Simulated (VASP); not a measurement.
# CdTe in VASP: single point with PBE

Aim: the single point of CdTe with PBE.

Everything below comes from runs of VASP 6.6.1. Logs are shortened: lines on timing, memory, paths and dates and some standing lists are left out, and cuts for length are marked.

## Step 1: The cell of the first run

The typed cell holds 4 atoms: a = 4.682 Å, b = 6.615 Å, c = 4.680 Å, α = 90.00°, β = 90.00°, γ = 90.00°.

The cell was built from a structure type or drawn by symmetry, and may not be a known phase.

## Step 2: Single point, PBE

Input file INCAR:

```
PREC = Accurate
ENCUT = 520
EDIFF = 1E-6
ISMEAR = 0
SIGMA = 0.02
LREAL = F
LASPH = T
NELM = 100
ALGO = Normal
ISIF = 2
LWAVE = F
LCHARG = F
GGA = PE
NBANDS = 26
```

Input file KPOINTS:

```
regular mesh
0
Gamma
  8 6 8
```

Input file POSCAR:

```
CdTe
1.0
    4.6550511300     -0.0540420018      0.5019248557
   -0.0915630346      6.4321921779      1.5416391686
   -0.5003954840     -1.0912811702      4.5233814276
Cd Te
2 2
Direct
    0.8749589893      0.2995741209      0.5872097278
    0.3750376681      0.7995813247      1.0873382966
    0.8750524833      0.0495224723      0.0871919367
    0.3749508593      0.5495122419      0.5873551188
```

Potentials or basis: VASP PAW PBE potentials, release 64 (Cd, Te).

The run is started by

```bash
$ cat potpaw_PBE.64/Cd/POTCAR potpaw_PBE.64/Te/POTCAR > POTCAR
$ mpirun -np 1 vasp_std > vasp.out
```

OUTCAR:

```text
PREC = Accurate
   ENCUT = 520
   EDIFF = 1E-6
   ISMEAR = 0
   LREAL = F
   LASPH = T
   NELM = 100
   ISIF = 2
   GGA = PE

 ion  position               nearest neighbor table
   1  0.875  0.300  0.587-   3 2.87   3 2.87   4 2.87   4 2.87
   2  0.375  0.800  0.087-   4 2.87   4 2.87   3 2.87   3 2.87
   3  0.875  0.050  0.087-   1 2.87   1 2.87   2 2.87   2 2.87
   4  0.375  0.550  0.587-   2 2.87   2 2.87   1 2.87   1 2.87

  LATTYP: Found a simple orthorhombic cell.
 ALAT       =     4.6799860868
 B/A-ratio  =     1.0005039383
 C/A-ratio  =     1.4134642277

  Lattice vectors:

 A1 = (  -0.5003954840,  -1.0912811702,   4.5233814276)
 A2 = (   4.6550511300,  -0.0540420018,   0.5019248557)
 A3 = (  -0.0915630346,   6.4321921779,   1.5416391686)

Analysis of symmetry for initial positions (statically):
=====================================================================
 Subroutine PRICEL returns:
 Original cell was already a primitive cell.

 Routine SETGRP: Setting up the symmetry group for a
 simple orthorhombic supercell.

 Subroutine GETGRP returns: Found  1 space group operations
 (whereof  1 operations were pure point group operations)
 out of a pool of  8 trial point group operations.

The static configuration has the point symmetry C_1 .

Analysis of symmetry for dynamics (positions and initial velocities):
=====================================================================
 Subroutine PRICEL returns:
 Original cell was already a primitive cell.

 Routine SETGRP: Setting up the symmetry group for a
 simple orthorhombic supercell.

 Subroutine GETGRP returns: Found  1 space group operations
 (whereof  1 operations were pure point group operations)
 out of a pool of  8 trial point group operations.

The dynamic configuration has the point symmetry C_1 .

 Subroutine INISYM returns: Found  1 space group operations
 (whereof  1 operations are pure point group operations),
 and found     1 'primitive' translations

----------------------------------------------------------------------------------------

                                     Primitive cell

  volume of cell :     144.9564

  direct lattice vectors                    reciprocal lattice vectors
     4.655051130 -0.054042002  0.501924856     0.212323336 -0.002464567  0.022893515
    -0.091563035  6.432192178  1.541639169    -0.002092275  0.146994109  0.035231373
    -0.500395484 -1.091281170  4.523381428    -0.022846808 -0.049824418  0.206525832

  length of vectors
     4.682344511  6.614992920  4.679986087     0.213568224  0.151171742  0.213675849

  position of ions in fractional coordinates (direct lattice)
     0.874958989  0.299574121  0.587209728
     0.375037668  0.799581325  0.087338297
     0.875052483  0.049522472  0.087191937
     0.374950859  0.549512242  0.587355119

  ion indices of the primitive-cell ions
   primitive index   ion index
                 1           1
                 2           2
                 3           3
                 4           4

----------------------------------------------------------------------------------------

 KPOINTS: regular mesh

Automatic generation of k-mesh.
 Grid dimensions read from file:
 generate k-points for:    8    6    8

 Generating k-lattice:

  Cartesian coordinates                     Fractional coordinates (reciprocal lattice)
     0.026540417 -0.000308071  0.002861689     0.125000000 -0.000000000  0.000000000
    -0.000348712  0.024499018  0.005871896     0.000000000  0.166666667  0.000000000
    -0.002855851 -0.006228052  0.025815729     0.000000000  0.000000000  0.125000000

  Length of vectors
     0.026696028  0.025195290  0.026709481

  Shift w.r.t. Gamma in fractional coordinates (k-lattice)
     0.000000000  0.000000000  0.000000000

 Subroutine IBZKPT returns following result:
 ===========================================

 Found    196 irreducible k-points:

 Following reciprocal coordinates:
            Coordinates               Weight
  0.000000  0.000000  0.000000      1.000000
  0.125000  0.000000  0.000000      2.000000
  0.250000  0.000000  0.000000      2.000000
  0.375000 -0.000000 -0.000000      2.000000
  0.500000  0.000000  0.000000      1.000000
 -0.000000  0.166667  0.000000      2.000000
[... 16 lines left out ...]
  0.125000  0.500000 -0.000000      2.000000
  0.250000  0.500000  0.000000      2.000000
 [... further k-points ...]
   k-points           NKPTS =    196   k-points in BZ     NKDIM =    196   number of bands    NBANDS=     26
   number of dos      NEDOS =    301   number of ions     NIONS =      4
   total plane-waves  NPLWV =  64800
   dimension x,y,z NGX =    36 NGY =   50 NGZ =   36
   dimension x,y,z NGXF=    72 NGYF=  100 NGZF=   72
   ions per type =               2   2
   NGX,Y,Z   is equivalent  to a cutoff of  12.78, 12.57, 12.79 a.u.
   NGXF,Y,Z  is equivalent  to a cutoff of  25.56, 25.13, 25.58 a.u.
 SYSTEM =  unknown system
   PREC   = accura    normal or accurate (medium, high low for compatibility)
   ISTART =      0    job   : 0-new  1-cont  2-samecut
   ICHARG =      2    charge: 1-file 2-atom 10-const
   ISPIN  =      1    spin polarized calculation?
   LNONCOLLINEAR =      F non collinear calculations
   LSORBIT =      F    spin-orbit coupling
   LASPH  =      T    aspherical Exc in radial PAW
   ENCUT  =  520.0 eV  38.22 Ry    6.18 a.u.   8.71 12.30  8.70*2*pi/ulx,y,z
   NELM   =    100;   NELMIN=  2; NELMDL= -5     # of ELM steps
   EDIFF  = 0.1E-05   stopping-criterion for ELM
   LREAL  =      F    real-space projection
   EDIFFG = 0.1E-04   stopping-criterion for IOM
   NSW    =      0    number of steps for IOM
   IBRION =     -1    ionic relax: 0-MD 1-quasi-New 2-CG
   NFREE  =      0    steps in history (QN), initial steepest desc. (CG)
   ISIF   =      2    stress and relaxation
   ISYM   =      2    0-nonsym 1-usesym 2-fastsym
   POTIM  = 0.5000    time-step for ionic-motion
   TEBEG  =    0.0;   TEEND  =   0.0 temperature during run
   PSTRESS=    0.0 pullay stress
   NELECT =      36.0000    total number of electrons
   NUPDOWN=      -1.0000    fix difference up-down
   EMIN   =  10.00;   EMAX   =-10.00  energy-range for DOS
   EFERMI =   0.00;   METHOD = LEGACY
   ISMEAR =     0;   SIGMA  =   0.02  broadening in eV -4-tet -1-fermi 0-gaus
   EFERMI_NEDOS =   21; number of points for ismear=-14 and -15
   IALGO  =     38    algorithm
   IMIX   =      4    mixing-type and parameters
     AMIX     =   0.40;   BMIX     =  1.00
     AMIX_MAG =   1.60;   BMIX_MAG =  1.00
  volume/ion in A,a.u.               =      36.24       244.55
  Fermi-wavevector in a.u.,A,eV,Ry     =   1.029034  1.944593 14.407370  1.058912
  Thomas-Fermi vector in A             =   2.163061
   LORBIT       =      0    0 simple, 1 ext, 2 COOP (PROOUT), +10 PAW based schemes
   GGA     = PE    functional components
   LHFCALC =     F    Hartree Fock is set to
   AEXX    =    0.0000 exact exchange contribution
   IVDW    =     0    specifies the selected vdW correction
   LEPSILON=     F    determine dielectric tensor
   LRPA    =     F    only Hartree local field effects (RPA)
 non-spin polarized calculation
 Gauss-broadening in eV      SIGMA  =   0.02
  energy-cutoff  :      520.00
  volume of cell :      144.96
 maximum number of plane-waves:      3929
   NGX = 17   NGY = 25   NGZ = 17

 number of electron      36.0000009 magnetization

 Free energy of the ion-electron system (eV)
  ---------------------------------------------------
  ext. energy  EPLUGINS =         0.00000000
  ---------------------------------------------------
  free energy    TOTEN  =        -9.62525285 eV

  energy without entropy =       -9.62525285  energy(sigma->0) =       -9.62525285

 E-fermi :   1.9432     XC(G=0):  -8.3086

 val. band max:        1.7977182877   @ k =   0.0000   0.0000   0.0000
 cond. band min:       2.3787188253   @ k =   0.0000   0.0000   0.0000
 fundamental gap:      0.5810005376
 Fermi energy:         1.9432082446

 k-point     1 :       0.0000    0.0000    0.0000
  band No.  band energies     occupation
      1      -9.0371      2.00000
      2      -8.5937      2.00000
      3      -6.2930      2.00000
      4      -6.2929      2.00000
      5      -6.2928      2.00000
      6      -6.1588      2.00000
[... 18 lines left out ...]
     25       9.1719      0.00000
     26      10.3108      0.00000

 k-point     2 :       0.1250    0.0000    0.0000
  band No.  band energies     occupation
      1      -9.0031      2.00000
      2      -8.5947      2.00000
      3      -6.2880      2.00000
      4      -6.2839      2.00000
      5      -6.2663      2.00000
      6      -6.1774      2.00000
[... 18 lines left out ...]
     25       9.6469      0.00000
     26       9.7025      0.00000

 k-point     3 :       0.2500    0.0000    0.0000
  band No.  band energies     occupation
      1      -8.9133      2.00000
      2      -8.6035      2.00000
      3      -6.2736      2.00000
      4      -6.2628      2.00000
      5      -6.1970      2.00000
      6      -6.1821      2.00000
[... 18 lines left out ...]
     25       9.0141      0.00000
     26       9.1138      0.00000

 k-point     4 :       0.3750   -0.0000   -0.0000
  band No.  band energies     occupation
      1      -8.8001      2.00000
      2      -8.6342      2.00000
      3      -6.2524      2.00000
      4      -6.2406      2.00000
      5      -6.2120      2.00000
      6      -6.2014      2.00000
[... 18 lines left out ...]
     25       8.2725      0.00000
     26       8.2909      0.00000

 k-point     5 :       0.5000    0.0000    0.0000
  band No.  band energies     occupation
      1      -8.6999      2.00000
      2      -8.6997      2.00000
      3      -6.2272      2.00000
      4      -6.2271      2.00000
      5      -6.2245      2.00000
      6      -6.2244      2.00000
[... 18 lines left out ...]
     25       7.6017      0.00000
     26       7.6027      0.00000

 k-point     6 :      -0.0000    0.1667    0.0000
  band No.  band energies     occupation
      1      -9.0066      2.00000
      2      -8.6216      2.00000
      3      -6.2848      2.00000
      4      -6.2847      2.00000
      5      -6.2732      2.00000
      6      -6.1686      2.00000
[... 427 lines left out ...]
 k-point    21 :       0.5000    0.3333    0.0000
  band No.  band energies     occupation
      1      -8.6982      2.00000
      2      -8.6981      2.00000
      3      -6.2374      2.00000
      4      -6.2373      2.00000
      5      -6.2368      2.00000
      6      -6.2367      2.00000
[... 18 lines left out ...]
     25       8.7084      0.00000
     26       8.7089      0.00000

 k-point    22 :      -0.0000    0.5000    0.0000
  band No.  band energies     occupation
      1      -8.8102      2.00000
      2      -8.8101      2.00000
      3      -6.2292      2.00000
      4      -6.2291      2.00000
      5      -6.2290      2.00000
      6      -6.2290      2.00000
[... 18 lines left out ...]
     25       8.1551      0.00000
     26       8.1552      0.00000

 k-point    23 :       0.1250    0.5000   -0.0000
  band No.  band energies     occupation
      1      -8.7937      2.00000
      2      -8.7935      2.00000
      3      -6.2374      2.00000
      4      -6.2373      2.00000
      5      -6.2308      2.00000
      6      -6.2307      2.00000
[... 18 lines left out ...]
     25       7.9696      0.00000
     26       7.9698      0.00000

 k-point    24 :       0.2500    0.5000    0.0000
  band No.  band energies     occupation
      1      -8.7538      2.00000
      2      -8.7536      2.00000
      3      -6.2431      2.00000
      4      -6.2430      2.00000
      5      -6.2347      2.00000
      6      -6.2346      2.00000
[... 18 lines left out ...]
     25       7.6484      0.00000
     26       7.6484      0.00000

 [... further k-points ...]
[... 5 lines left out ...]
  --------------------------------------------------------------------------------------
  -------------------------------------------------------------------------------------
  Total        0.0769431      0.0932013      0.0966692      0.0001972     -0.0009465     -0.0021878
  in kB        0.8504382      1.0301372      1.0684679      0.0021797     -0.0104619     -0.0241811
  external PRESSURE =       0.9830144 kB  Pullay stress =       0.0000000 kB

 VOLUME and BASIS-vectors are now :
 -----------------------------------------------------------------------------
  energy-cutoff  :      520.00
  volume of cell :      144.96
      direct lattice vectors                 reciprocal lattice vectors
     4.655051130 -0.054042002  0.501924856     0.212323336 -0.002464567  0.022893515
    -0.091563035  6.432192178  1.541639169    -0.002092275  0.146994109  0.035231373
    -0.500395484 -1.091281170  4.523381428    -0.022846808 -0.049824418  0.206525832

 POSITION                                       TOTAL-FORCE (eV/Angst)
 -----------------------------------------------------------------------------------
      3.75171      1.23882      3.55717        -0.000169      0.001250     -0.000508
      1.62890      5.02748      1.81597         0.000311      0.000739      0.000357
      4.02525      0.17610      0.90996        -0.000845     -0.001456      0.000970
      1.40119      2.87334      3.69218         0.000703     -0.000533     -0.000819
 -----------------------------------------------------------------------------------
    total drift:                                0.000116      0.000674     -0.000999

  FREE ENERGIE OF THE ION-ELECTRON SYSTEM (eV)
  ---------------------------------------------------
  free  energy   TOTEN  =        -9.6252528544 eV

  energy  without entropy=       -9.6252528544  energy(sigma->0) =       -9.62525285
```

Run time: 5.8 min. Hardware: 1 thread of Intel Xeon Platinum 8488C (Sapphire Rapids), shared host; peak memory 0.72 GiB.

Results:

| Property | Result |
| --- | --- |
| Free energy | -9.6253 eV |
| Pressure | 0.1 GPa |
| Band gap on the k mesh | 0.58 eV |

Levels at points of the mesh, in eV from the valence-band top:
```
           k point  band 15  band 16  band 17  band 18  band 19  band 20  band 21  band 22
(0.00, 0.00, 0.00)    -1.66     0.00     0.00     0.00     0.58     2.66     2.74     4.64
(0.50, 0.00, 0.00)    -1.92    -1.92    -0.72    -0.72     3.00     3.01     5.19     5.19
(0.00, 0.50, 0.00)    -0.96    -0.96    -0.96    -0.96     2.82     2.82     3.38     3.39
(0.50, 0.50, 0.00)    -0.69    -0.69    -0.69    -0.69     1.75     1.75     5.21     5.21
(0.00, 0.00, 0.50)    -1.92    -1.92    -0.72    -0.72     3.00     3.00     5.19     5.19
(0.50, 0.00, 0.50)    -1.66    -1.66    -1.66    -1.66     2.67     2.67     2.74     2.74
(0.00, 0.50, 0.50)    -0.69    -0.69    -0.69    -0.69     1.75     1.75     5.20     5.20
(0.50, 0.50, 0.50)    -2.09    -2.08    -1.95    -1.95     4.03     4.03     4.70     4.70
```

Caveat: spin-orbit coupling is left out, which moves the levels of the heavy elements.
